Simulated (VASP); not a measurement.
# ZnSi3N (P-6m2) in VASP: further runs, part 2 of 2

VASP 6.6.1. Earlier steps stand in the parts before.

## (3) Single point, PBE

This run uses another cell than the first one, of the same volume but with other edges.

INCAR

```
SYSTEM = ZnSi3N
PREC = Accurate
ENCUT = 520
EDIFF = 1E-7
ISMEAR = 0
SIGMA = 0.1
LREAL = .FALSE.
LASPH = .TRUE.
NELM = 60
ALGO = Fast
ISIF = 2
LWAVE = .FALSE.
LCHARG = .TRUE.
GGA = PE
LELF = .TRUE.
LVHAR = .TRUE.
NBANDS = 22
```

KPOINTS

```
regular mesh
0
G
  12 12 8
  0 0 0
```

POSCAR

```
ZnSi3N
1.0
    4.1780970247      0.0000000000      0.0000000000
   -2.0890485123      3.6183381629      0.0000000000
    0.0000000000      0.0000000000      4.9215584103
Zn Si N
1 3 1
Direct
    0.6666666667      0.3333333333      0.0000000000
    0.3333333333      0.6666666667      0.5000000000
    0.3333333333      0.6666666667      0.0000000000
    0.0000000000      0.0000000000      0.5000000000
    0.6666666667      0.3333333333      0.5000000000
```

Potentials or basis: VASP PAW PBE potentials, release 64 (Zn, Si, N).

Command:

```console
cat potpaw_PBE.64/Zn/POTCAR potpaw_PBE.64/Si/POTCAR potpaw_PBE.64/N/POTCAR > POTCAR
mpirun -np 1 vasp_std > vasp.out
```

OUTCAR:

```text
SYSTEM = ZnSi3N
   PREC = Accurate
   ENCUT = 520
   EDIFF = 1E-7
   ISMEAR = 0
   LREAL = .FALSE.
   LASPH = .TRUE.
   NELM = 60
   ISIF = 2
   GGA = PE

 ion  position               nearest neighbor table
   1  0.667  0.333  0.000-   3 2.41   3 2.41   3 2.41
   2  0.333  0.667  0.500-   4 2.41   5 2.41   5 2.41   4 2.41   4 2.41   5 2.41   3 2.46   3 2.46

   3  0.333  0.667  0.000-   1 2.41   1 2.41   1 2.41   2 2.46   2 2.46
   4  0.000  0.000  0.500-   2 2.41   5 2.41   5 2.41   2 2.41   5 2.41   2 2.41
   5  0.667  0.333  0.500-   4 2.41   2 2.41   2 2.41   4 2.41   4 2.41   2 2.41

  LATTYP: Found a hexagonal cell.
 ALAT       =     4.1780970247
 C/A-ratio  =     1.1779425852

  Lattice vectors:

 A1 = (   4.1780970247,   0.0000000000,   0.0000000000)
 A2 = (  -2.0890485123,   3.6183381629,   0.0000000000)
 A3 = (   0.0000000000,   0.0000000000,   4.9215584103)

Analysis of symmetry for initial positions (statically):
=====================================================================
 Subroutine PRICEL returns:
[... 180 lines left out ...]

 val. band max:        6.1884607758   @ k =   0.0833   0.0833   0.5000
 cond. band min:       6.2081537879   @ k =   0.3333   0.0833   0.2500
 fundamental gap:      0.0196930121
 Fermi energy:         6.1911696552

 k-point     1 :       0.0000    0.0000    0.0000
  band No.  band energies     occupation
      1      -8.9805      2.00000
      2      -3.4475      2.00000
      3      -0.9254      2.00000
      4      -0.9254      2.00000
      5      -0.5484      2.00000
      6      -0.5484      2.00000
[... 589 lines left out ...]
     21      12.4096      0.00000
     22      13.1654      0.00000

 [... further k-points ...]

------------------------ aborting loop because EDIFF is reached ----------------------------------------

  FORCE on cell =-STRESS in cart. coord.  units (eV):
  Direction    XX          YY          ZZ          XY          YZ          ZX
  --------------------------------------------------------------------------------------
  -------------------------------------------------------------------------------------
  Total        0.0321622      0.0321622      0.0283724      0.0000000     -0.0000000     -0.0000000
  in kB        0.6925736      0.6925736      0.6109644      0.0000000     -0.0000000     -0.0000000
  external PRESSURE =       0.6653706 kB  Pullay stress =       0.0000000 kB

 VOLUME and BASIS-vectors are now :
 -----------------------------------------------------------------------------
  energy-cutoff  :      520.00
  volume of cell :       74.40
      direct lattice vectors                 reciprocal lattice vectors
     4.178097025  0.000000000  0.000000000     0.239343413  0.138184984  0.000000000
    -2.089048512  3.618338163  0.000000000     0.000000000  0.276369967  0.000000000
     0.000000000  0.000000000  4.921558410     0.000000000  0.000000000  0.203187673

 POSITION                                       TOTAL-FORCE (eV/Angst)
 -----------------------------------------------------------------------------------
      2.08905      1.20611      0.00000        -0.000000      0.000000      0.000000
     -0.00000      2.41223      2.46078         0.000000     -0.000000      0.000000
     -0.00000      2.41223      0.00000         0.000000      0.000000      0.000000
      0.00000      0.00000      2.46078         0.000000     -0.000000      0.000000
      2.08905      1.20611      2.46078         0.000000     -0.000000      0.000000
 -----------------------------------------------------------------------------------
    total drift:                               -0.000002      0.000001     -0.000000

  FREE ENERGIE OF THE ION-ELECTRON SYSTEM (eV)
  ---------------------------------------------------
  free  energy   TOTEN  =       -21.0289042678 eV

  energy  without entropy=      -21.0189182493  energy(sigma->0) =      -21.02391126
```

OSZICAR:

```text
N       E                     dE             d eps       ncg     rms          rms(c)
DAV:   1     0.150101715453E+03    0.15010E+03   -0.12738E+04  4180   0.134E+03
DAV:   2    -0.702707867137E+01   -0.15713E+03   -0.14780E+03  4328   0.295E+02
DAV:   3    -0.221756428346E+02   -0.15149E+02   -0.14338E+02  5314   0.825E+01
DAV:   4    -0.226406892235E+02   -0.46505E+00   -0.46171E+00  4978   0.141E+01
DAV:   5    -0.226488822886E+02   -0.81931E-02   -0.81881E-02  5196   0.195E+00    0.911E+00
RMM:   6    -0.224578535576E+02    0.19103E+00   -0.72114E+00  4932   0.168E+01    0.960E+00
RMM:   7    -0.210683237975E+02    0.13895E+01   -0.13871E+00  4275   0.896E+00    0.333E+00
RMM:   8    -0.210367377603E+02    0.31586E-01   -0.25778E-01  4842   0.352E+00    0.119E+00
RMM:   9    -0.210290807974E+02    0.76570E-02   -0.35230E-02  5387   0.126E+00    0.277E-01
RMM:  10    -0.210288098129E+02    0.27098E-03   -0.60308E-03  5338   0.590E-01    0.144E-01
RMM:  11    -0.210288835087E+02   -0.73696E-04   -0.18696E-03  5483   0.336E-01    0.832E-02
RMM:  12    -0.210288926872E+02   -0.91785E-05   -0.39479E-04  5309   0.162E-01    0.379E-02
RMM:  13    -0.210289011210E+02   -0.84339E-05   -0.12602E-04  5457   0.786E-02    0.205E-02
RMM:  14    -0.210289040347E+02   -0.29137E-05   -0.34975E-05  5499   0.528E-02    0.673E-03
RMM:  15    -0.210289040343E+02    0.37289E-09   -0.10091E-05  5155   0.244E-02    0.355E-03
RMM:  16    -0.210289041895E+02   -0.15520E-06   -0.30512E-06  5335   0.141E-02    0.125E-03
RMM:  17    -0.210289042678E+02   -0.78251E-07   -0.97409E-07  4122   0.778E-03
   1 F= -.21028904E+02 E0= -.21023911E+02  d E =-.998602E-02
```

stdout:

```text
POSCAR found type information on POSCAR ZnSiN
 POSCAR found :  3 types and       5 ions
 scaLAPACK will be used
 LDA part: xc-table for (Slater+PW92), standard interpolation
 POSCAR, INCAR and KPOINTS ok, starting setup
 FFT: planning ... GRIDC
 FFT: planning ... GRID_SOFT
 FFT: planning ... GRID
 WAVECAR not read
 entering main loop
```

Run time: 5.2 min. Hardware: 1 thread of Oxide Virtual Turin-like, shared host; peak memory 0.26 GiB.

Results:

```
Free energy            : -21.0289 eV
Pressure               : 0.1 GPa
Band gap on the k mesh : zero (an odd number of electrons rules out a gap without spin polarisation)
```

## (4) Relaxation of cell and atoms, PBE

This run uses another cell than the first one, of 17.22 Å³/atom.

INCAR

```
SYSTEM = ZnSi3N
  PREC = Accurate
  ENCUT = 600
  EDIFF = 1E-6
  ISMEAR = 0
  SIGMA = 0.1
  LREAL = .False.
  LASPH = .True.
  NELM = 60
  ALGO = Fast
  ISIF = 3
  LWAVE = .False.
  LCHARG = .False.
  GGA = PE
  IBRION = 2
  NSW = 90
  EDIFFG = -0.04
```

KPOINTS

```
Automatic mesh
0
Gamma
  6 6 4
  0 0 0
```

POSCAR

```
ZnSi3N
1.0
    4.2931146800      0.0000000000      0.0000000000
   -2.1465573400      3.7179463700      0.0000000000
    0.0000000000      0.0000000000      5.3942837000
Zn Si N
1 3 1
Direct
    0.6666666700      0.3333333300      0.0000000000
    0.3333333300      0.6666666700      0.5000000000
    0.3333333300      0.6666666700      0.0000000000
    0.0000000000      0.0000000000      0.5000000000
    0.6666666700      0.3333333300      0.5000000000
```

Potentials or basis: VASP PAW PBE potentials, release 64 (Zn, Si, N).

Command:

```console
cat potpaw_PBE.64/Zn/POTCAR potpaw_PBE.64/Si/POTCAR potpaw_PBE.64/N/POTCAR > POTCAR
mpirun -np 1 vasp_std > vasp.out
```

OUTCAR:

```text
SYSTEM = ZnSi3N
   PREC = Accurate
   ENCUT = 600
   EDIFF = 1E-6
   ISMEAR = 0
   LREAL = .False.
   LASPH = .True.
   NELM = 60
   ISIF = 3
   GGA = PE
   IBRION = 2
   NSW = 90
   EDIFFG = -0.04

 ion  position               nearest neighbor table
   1  0.667  0.333  0.000-   3 2.48   3 2.48   3 2.48
   2  0.333  0.667  0.500-   4 2.48   4 2.48   4 2.48   3 2.70   3 2.70
   3  0.333  0.667  0.000-   1 2.48   1 2.48   1 2.48   2 2.70   2 2.70
   4  0.000  0.000  0.500-   2 2.48   2 2.48   2 2.48
   5  0.667  0.333  0.500-

  LATTYP: Found a hexagonal cell.
 ALAT       =     4.2931146800
 C/A-ratio  =     1.2564965304

  Lattice vectors:

 A1 = (   4.2931146800,   0.0000000000,   0.0000000000)
 A2 = (  -2.1465573400,   3.7179463700,   0.0000000000)
 A3 = (   0.0000000000,   0.0000000000,   5.3942837000)

Analysis of symmetry for initial positions (statically):
=====================================================================
 Subroutine PRICEL returns:
 Original cell was already a primitive cell.

 Routine SETGRP: Setting up the symmetry group for a
 hexagonal supercell.

 Subroutine GETGRP returns: Found 12 space group operations
 (whereof 12 operations were pure point group operations)
 out of a pool of 24 trial point group operations.

The static configuration has the point symmetry D_3h.

Analysis of symmetry for dynamics (positions and initial velocities):
=====================================================================
 Subroutine PRICEL returns:
 Original cell was already a primitive cell.

 Routine SETGRP: Setting up the symmetry group for a
 hexagonal supercell.

 Subroutine GETGRP returns: Found 12 space group operations
 (whereof 12 operations were pure point group operations)
 out of a pool of 24 trial point group operations.

[... 122 lines left out ...]
     AMIX_MAG =   1.60;   BMIX_MAG =  1.00
  volume/ion in A,a.u.               =      17.22       116.21
  Fermi-wavevector in a.u.,A,eV,Ry     =   1.139037  2.152467 17.652260  1.297404
  Thomas-Fermi vector in A             =   2.275741
   LORBIT       =      0    0 simple, 1 ext, 2 COOP (PROOUT), +10 PAW based schemes
   GGA     = PE    functional components
   LHFCALC =     F    Hartree Fock is set to
   AEXX    =    0.0000 exact exchange contribution
   IVDW    =     0    specifies the selected vdW correction
   LEPSILON=     F    determine dielectric tensor
   LRPA    =     F    only Hartree local field effects (RPA)
 conjugate gradient relaxation of ions
 non-spin polarized calculation
 RMM-DIIS sequential band-by-band and
 Gauss-broadening in eV      SIGMA  =   0.10
  energy-cutoff  :      600.00
  volume of cell :       86.10
 maximum number of plane-waves:      2902
 NGX is ok and might be reduce to    36

--------------------------------------- Ionic step        1  -------------------------------------------

 number of electron      29.0000001 magnetization

 Free energy of the ion-electron system (eV)
  ---------------------------------------------------
  ext. energy  EPLUGINS =         0.00000000
  ---------------------------------------------------
  free energy    TOTEN  =       -20.65180059 eV

  energy without entropy =      -20.63955117  energy(sigma->0) =      -20.64567588

------------------------ aborting loop because EDIFF is reached ----------------------------------------

  FORCE on cell =-STRESS in cart. coord.  units (eV):
  Direction    XX          YY          ZZ          XY          YZ          ZX
  --------------------------------------------------------------------------------------
  -------------------------------------------------------------------------------------
  Total       -4.4880720     -4.4880720     -4.1338572      0.0000000      0.0000000      0.0000000
  in kB      -83.5143314    -83.5143312    -76.9230797      0.0000000      0.0000000      0.0000000
  external PRESSURE =     -81.3172474 kB  Pullay stress =       0.0000000 kB
[... 98 lines left out ...]
  FREE ENERGIE OF THE ION-ELECTRON SYSTEM (eV)
  ---------------------------------------------------
  free  energy   TOTEN  =       -20.9179922686 eV

  energy  without entropy=      -20.9063046479  energy(sigma->0) =      -20.91214846

[... ionic steps 4 to 8 ...]

--------------------------------------- Ionic step        9  -------------------------------------------

 number of electron      28.9999991 magnetization

------------------------ aborting loop because EDIFF is reached ----------------------------------------
[... 73 lines left out ...]
--------------------------------------- Ionic step       11  -------------------------------------------

 number of electron      28.9999989 magnetization

 Free energy of the ion-electron system (eV)
  ---------------------------------------------------
  ext. energy  EPLUGINS =         0.00000000
  ---------------------------------------------------
  free energy    TOTEN  =       -21.00729877 eV

  energy without entropy =      -20.99342158  energy(sigma->0) =      -21.00036017

 E-fermi :   6.2292     XC(G=0): -10.7370

 val. band max:        6.2116253681   @ k =   0.5000   0.0000   0.2500
 cond. band min:       6.2366667306   @ k =   0.1667   0.1667   0.2500
 fundamental gap:      0.0250413625
 Fermi energy:         6.2291564421

 k-point     1 :       0.0000    0.0000    0.0000
  band No.  band energies     occupation
      1      -8.8826      2.00000
      2      -3.5021      2.00000
      3      -0.9393      2.00000
      4      -0.9393      2.00000
      5      -0.5834      2.00000
      6      -0.5834      2.00000
[... 462 lines left out ...]
  FREE ENERGIE OF THE ION-ELECTRON SYSTEM (eV)
  ---------------------------------------------------
  free  energy   TOTEN  =       -21.0072987672 eV

  energy  without entropy=      -20.9934215818  energy(sigma->0) =      -21.00036017

 reached required accuracy - stopping structural energy minimisation
```

OSZICAR:

```text
N       E                     dE             d eps       ncg     rms          rms(c)
DAV:   1     0.155139158401E+03    0.15514E+03   -0.13977E+04   756   0.176E+03
DAV:   2    -0.409271677224E+01   -0.15923E+03   -0.15518E+03   814   0.325E+02
DAV:   3    -0.214105778297E+02   -0.17318E+02   -0.16289E+02   994   0.942E+01
[... 128 lines left out ...]
RMM:   4    -0.210075328638E+02    0.12473E-02   -0.14450E-03   761   0.310E-01    0.107E-01
RMM:   5    -0.210073045597E+02    0.22830E-03   -0.46853E-04   771   0.155E-01    0.265E-02
RMM:   6    -0.210072989015E+02    0.56582E-05   -0.81093E-05   797   0.729E-02    0.140E-02
RMM:   7    -0.210072986452E+02    0.25625E-06   -0.17529E-05   784   0.416E-02    0.544E-03
RMM:   8    -0.210072987672E+02   -0.12200E-06   -0.46104E-06   573   0.180E-02
  11 F= -.21007299E+02 E0= -.21000360E+02  d E =-.308243E-02
```

Wall time 11 min (1 thread of Oxide Virtual Turin-like, shared host); peak memory 0.23 GiB.

What came out:

| Quantity | Value |
| --- | --- |
| Free energy | -21.0073 eV |
| Relaxed volume | 14.86 Å³/atom |
| Relaxed cell | a = 4.216 Å, b = 4.216 Å, c = 4.829 Å, α = 90.00°, β = 90.00°, γ = 120.00° |
| Space group after relaxing (to 0.1 Å) | P-6m2 (No. 187) |
| Energy gained by relaxing | 71.1 meV/atom |
| Ionic steps | 11 |
| Pressure after relaxing | 0.0 GPa |
| Band gap on the k mesh | zero (an odd number of electrons rules out a gap without spin polarisation) |

The path:
```tsv
step	energy change (eV)	largest force (eV/Å)	pressure (GPa)	volume (Å³)
1	0.0000	0.0000	-8.13	86.10
2	-0.2626	0.0000	1.04	75.66
3	-0.2662	0.0000	-0.04	76.60
4	-0.2964	0.0000	0.00	75.85
5	-0.3463	0.0000	0.63	74.12
6	-0.0606	0.0000	6.68	70.33
7	-0.3507	0.0000	0.83	73.81
8	-0.3517	0.0000	1.24	73.31
9	-0.3524	0.0000	1.04	73.52
10	-0.3529	0.0000	-1.01	75.05
11	-0.3555	0.0000	0.02	74.32
```

Final structure:
```
Zn Si N
1.0
     4.21569    0.00000    0.00000
    -2.10785    3.65090    0.00000
     0.00000    0.00000    4.82875
Zn Si N
1 3 1
Direct
  0.66667 0.33333 0.00000
  0.33333 0.66667 0.50000
  0.33333 0.66667 0.00000
  0.00000 0.00000 0.50000
  0.66667 0.33333 0.50000
```

Levels at points of the mesh, in eV from the Fermi level:
```csv
k point,band 11,band 12,band 13,band 14,band 15,band 16,band 17,band 18
"(0.00, 0.00, 0.00)",-4.05,-2.60,-2.60,-1.94,-0.83,1.64,1.64,2.96
"(0.50, 0.00, 0.00)",-4.14,-3.41,-2.99,-0.21,0.50,0.72,1.96,2.19
"(0.00, 0.00, 0.50)",-2.36,-2.36,-2.16,-1.64,0.32,0.32,0.85,1.81
"(0.50, 0.00, 0.50)",-5.28,-1.34,-0.97,-0.16,1.19,1.53,2.35,2.67
```

## (5) Relaxation of cell and atoms, PBE

INCAR

```
SYSTEM = ZnSi3N
PREC = Accurate ; ENCUT = 600
EDIFF = 1E-6 ; ISMEAR = 0
SIGMA = 0.1 ; LREAL = .FALSE.
LASPH = .TRUE. ; NELM = 100
ALGO = Fast ; ISIF = 3
LWAVE = .FALSE. ; LCHARG = .FALSE.
GGA = PE ; IBRION = 2
NSW = 100 ; EDIFFG = -0.01
```

KPOINTS

```
regular mesh
0
G
  12 12 8
  0 0 0
```

POSCAR

```
ZnSi3N
1.0
    4.2213270907      0.0000000000      0.0000000000
   -2.1106635453      3.6557764982      0.0000000000
    0.0000000000      0.0000000000      4.8230618985
Zn Si N
1 3 1
Direct
    0.6666666667      0.3333333333      0.0000000000
    0.3333333333      0.6666666667      0.5000000000
    0.3333333333      0.6666666667      0.0000000000
    0.0000000000      0.0000000000      0.5000000000
    0.6666666667      0.3333333333      0.5000000000
```

Command:

```console
cat potpaw_PBE.64/Zn/POTCAR potpaw_PBE.64/Si/POTCAR potpaw_PBE.64/N/POTCAR > POTCAR
mpirun -np 1 vasp_std > vasp.out
```

Run time: 15 min. Hardware: 1 thread of Oxide Virtual Turin-like, shared host; peak memory 0.31 GiB.

Results (log left out):

```
Free energy               : -21.0305 eV
Energy gained by relaxing : 2.3 meV/atom
Ionic steps               : 6
Pressure after relaxing   : 0.0 GPa
Band gap on the k mesh    : zero (an odd number of electrons rules out a gap without spin polarisation)
```

Step by step:
| step | energy change (eV) | largest force (eV/Å) | pressure (GPa) | volume (Å³) |
| --- | --- | --- | --- | --- |
| 1 | 0.0000 | 0.0000 | -0.47 | 74.43 |
| 2 | -0.0066 | 0.0000 | 0.25 | 73.96 |
| 3 | -0.0083 | 0.0000 | 0.77 | 73.64 |
| 4 | -0.0116 | 0.0000 | 0.17 | 74.25 |
| 5 | -0.0117 | 0.0000 | -0.11 | 74.50 |
| 6 | -0.0117 | 0.0000 | 0.01 | 74.43 |

Final structure:
```cif
data_structure
_symmetry_space_group_name_H-M 'P 1'
_symmetry_Int_Tables_number 1
_cell_length_a 4.1792
_cell_length_b 4.1792
_cell_length_c 4.9211
_cell_angle_alpha 90.000
_cell_angle_beta 90.000
_cell_angle_gamma 120.000
_cell_volume 74.43
loop_
_atom_site_label
_atom_site_type_symbol
_atom_site_fract_x
_atom_site_fract_y
_atom_site_fract_z
_atom_site_occupancy
Zn1 Zn 0.66667 0.33333 0.00000 1
Si1 Si 0.33333 0.66667 0.50000 1
Si2 Si 0.33333 0.66667 0.00000 1
Si3 Si 0.00000 0.00000 0.50000 1
N1 N 0.66667 0.33333 0.50000 1
```

Levels at points of the mesh, in eV from the Fermi level:
```csv
k point,band 11,band 12,band 13,band 14,band 15,band 16,band 17,band 18
"(0.00, 0.00, 0.00)",-4.09,-2.55,-2.55,-1.70,-0.63,1.63,1.63,3.08
"(0.50, 0.00, 0.00)",-4.06,-3.50,-2.92,-0.23,0.54,0.80,1.99,2.31
"(0.00, 0.00, 0.50)",-2.35,-2.35,-1.95,-1.55,0.48,0.48,0.66,1.98
"(0.50, 0.00, 0.50)",-5.38,-1.24,-0.85,-0.13,1.04,1.60,2.39,2.48
```

## (6) Overview

```tsv
task	cell	k mesh	cutoff (eV)	gap on the mesh (eV)	pressure (GPa)	relaxed volume (Å³/atom)
single point	a = 4.221, b = 4.221, c = 4.823 Å, angles 90.0, 90.0, 120.0°, 5 atoms	6 × 6 × 4	520	none	-0.1	-
single point	a = 4.178, b = 4.178, c = 4.922 Å, angles 90.0, 90.0, 120.0°, 5 atoms	12 × 12 × 8	520	none	0.1	-
relaxation of cell and atoms	relaxed from a = 4.293, b = 4.293, c = 5.394 Å, angles 90.0, 90.0, 120.0°, 5 atoms	6 × 6 × 4	600	none	0.0	14.86
relaxation of cell and atoms	relaxed from a = 4.221, b = 4.221, c = 4.823 Å, angles 90.0, 90.0, 120.0°, 5 atoms	12 × 12 × 8	600	none	0.0	14.89
```

Alike in all rows: level PBE; potentials or basis VASP PAW PBE potentials, release 64 (Zn, Si, N); no spin polarisation; smearing gaussian 0.1 eV.

Absolute energies hang on the potentials; compare differences alone.

The gap in the log of VASP goes by the Fermi energy; the results here count the filled bands.